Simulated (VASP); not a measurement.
## Bi2Se3: electric field gradients with PBE

Bi2Se3:

```
Bi Se
1.0
     2.04350    1.17982    9.41632
    -2.04350    1.17982    9.41632
     0.00000   -2.35963    9.41632
Bi Se
2 3
Direct
  0.40080 0.40080 0.40080
  0.59920 0.59920 0.59920
  0.00000 0.00000 0.00000
  0.21170 0.21170 0.21170
  0.78830 0.78830 0.78830
```

* Program: VASP 6.6.1
* Task: electric field gradients
* Functional: PBE
* Potentials or basis: VASP PAW PBE potentials, release 64 (Bi_d, Se)
* Cutoff: 520 eV
* k mesh: 6 × 6 × 6
* Occupations: fermi-dirac, width 0.03 eV
* Spin: no spin polarisation
* Dipole correction: no
* Further INCAR settings: ALGO = Normal; EDIFF = 1e-08; NBANDS = 32

```yaml
Pressure: 5.6 GPa
Largest_force: 0.529 eV/Å
Band_gap_on_the_k_mesh: 0.18 eV
Largest_electric_field_gradient_by_atom: Bi +5.0; Se +73.9, -16.4 (each value once) V/Å²
```

Forces in eV/Å, atoms in the order of the input:
```
Bi   0.000  0.000 -0.324
Bi   0.000  0.000  0.324
Se   0.000  0.000  0.000
Se   0.000  0.000 -0.529
Se   0.000  0.000  0.529
```

Levels at points of the mesh, in eV from the valence-band top:
```csv
k point,band 22,band 23,band 24,band 25,band 26,band 27
"(0.00, 0.00, 0.00)",-1.34,-1.34,0.00,0.18,1.35,1.35
"(0.50, 0.00, 0.00)",-2.33,-1.37,-0.59,0.79,1.90,2.93
"(0.50, 0.50, 0.00)",-2.00,-1.80,-1.07,1.29,1.91,2.63
"(0.50, 0.50, 0.50)",-1.52,-1.52,-0.46,0.58,1.68,1.68
```

Electric field gradients, principal values (V/Å²):
```
atom    least   middle  greatest (by size)
1 Bi   -2.518   -2.518               5.036
2 Bi   -2.518   -2.518               5.036
3 Se  -36.963  -36.963              73.926
4 Se    8.192    8.192             -16.384
5 Se    8.192    8.192             -16.384
```

It took 8.7 min on 1 thread of Intel(R) Xeon(R) 6975P-C (Granite Rapids), on a shared host, peak memory 0.74 GiB.

Caveat: the cell stands under pressure; without QUAD_EFG the Cq values of the log hold for a quadrupole moment of 1 mb, not for the nuclei; spin-orbit coupling is left out, which moves the levels of the heavy elements. A k mesh can miss the band edges.
